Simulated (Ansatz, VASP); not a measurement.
**Be: VASP beside Ansatz**

The input POSCAR:

```
Be
1.0
    2.5794137354      1.4892252145      4.3989377609
   -2.5794137354      1.4892252145      4.3989377609
    0.0000000000     -2.9784504289      4.3989377609
Be
12
Direct
    0.0101900000      0.6536100000      0.0101900000
    0.0101900000      0.0101900000      0.6536100000
    0.6536100000      0.0101900000      0.0101900000
    0.9898100000      0.3463900000      0.9898100000
    0.3463900000      0.9898100000      0.9898100000
    0.9898100000      0.9898100000      0.3463900000
    0.2211800000      0.6306000000      0.2211800000
    0.2211800000      0.2211800000      0.6306000000
    0.6306000000      0.2211800000      0.2211800000
    0.7788200000      0.3694000000      0.7788200000
    0.3694000000      0.7788200000      0.7788200000
    0.7788200000      0.7788200000      0.3694000000
```

Contents of INCAR.step1:

```
SYSTEM = Be
  PREC = Accurate
  ENCUT = 600
  ISMEAR = 0
  SIGMA = 0.1
  LREAL = .FALSE.
  LASPH = .TRUE.
  NELM = 100
  GGA = PE
  ALGO = Normal
  EDIFF = 1E-4
  LWAVE = .TRUE.
  LCHARG = .FALSE.
```

File INCAR.step2:

```
SYSTEM = Be
  PREC = Accurate
  ENCUT = 600
  EDIFF = 1E-7
  ISMEAR = 0
  SIGMA = 0.1
  LREAL = .FALSE.
  LASPH = .TRUE.
  NELM = 100
  ALGO = Normal
  ISIF = 3
  LWAVE = .FALSE.
  LCHARG = .FALSE.
  METAGGA = R2SCAN
  LMIXTAU = .TRUE.
  IBRION = 2
  NSW = 90
  EDIFFG = -0.04
  ISTART = 1
```

KPOINTS

```
Automatic mesh
0
G
  6 6 6
  0 0 0
```

Input for Ansatz:

```yaml
crystal:
  lattice:
    - [2.5794137354, 1.4892252145, 4.3989377609]
    - [-2.5794137354, 1.4892252145, 4.3989377609]
    - [0.0, -2.9784504289, 4.3989377609]
  atoms:
    - { symbol: Be, position: [0.01019, 0.65361, 0.01019] }
    - { symbol: Be, position: [0.01019, 0.01019, 0.65361] }
    - { symbol: Be, position: [0.65361, 0.01019, 0.01019] }
    - { symbol: Be, position: [0.98981, 0.34639, 0.98981] }
    - { symbol: Be, position: [0.34639, 0.98981, 0.98981] }
    - { symbol: Be, position: [0.98981, 0.98981, 0.34639] }
    - { symbol: Be, position: [0.22118, 0.6306, 0.22118] }
    - { symbol: Be, position: [0.22118, 0.22118, 0.6306] }
    - { symbol: Be, position: [0.6306, 0.22118, 0.22118] }
    - { symbol: Be, position: [0.77882, 0.3694, 0.77882] }
    - { symbol: Be, position: [0.3694, 0.77882, 0.77882] }
    - { symbol: Be, position: [0.77882, 0.77882, 0.3694] }
basis:
  ecutwfc: 500
kpoints:
  mp_grid: { grid: [6, 6, 6] }
hamiltonian:
  xc: r2scan
scf:
  occupations: { method: gaussian, width: 0.1 }
  lower_state_search: "off"
output:
  forces: true
  stress: true
  eigenvalues: true
relax:
  adjacent_minimum: "off"
  f_tol: 0.04
  max_steps: 70
  cell: { stress_tol: 0.4 }
```

Alike in both runs: task relaxation of cell and atoms; functional r2SCAN; k mesh 6 × 6 × 6; occupations gaussian, width 0.1 eV; no spin polarisation.

```csv
,VASP,Ansatz
version,VASP 6.6.1,Ansatz 0.2.0
potentials or method,"VASP PAW PBE potentials, release 64 (Be), cutoff 600 eV","scalar-relativistic, plane waves, PAW"
valence electrons in the cell,24,24
```

|  | VASP | Ansatz | Ansatz less VASP |
| --- | --- | --- | --- |
| gap on the k mesh at the Fermi level, each at its own relaxed structure (eV) | none | none | - |
| relaxed volume (Å³/atom) | 11.27 | 11.16 | -0.104 |
| relaxed length of the cell vector where the two differ most in proportion (Å) | 6.419 | 6.383 | -0.0361 |

VASP's potentials were made for PBE, not for r2SCAN. A gap of «none» marks a metal or a gap that the smearing closes.

Noted on VASP's run: the volume moved by over 15 % at a fixed basis, so the end points are rough.
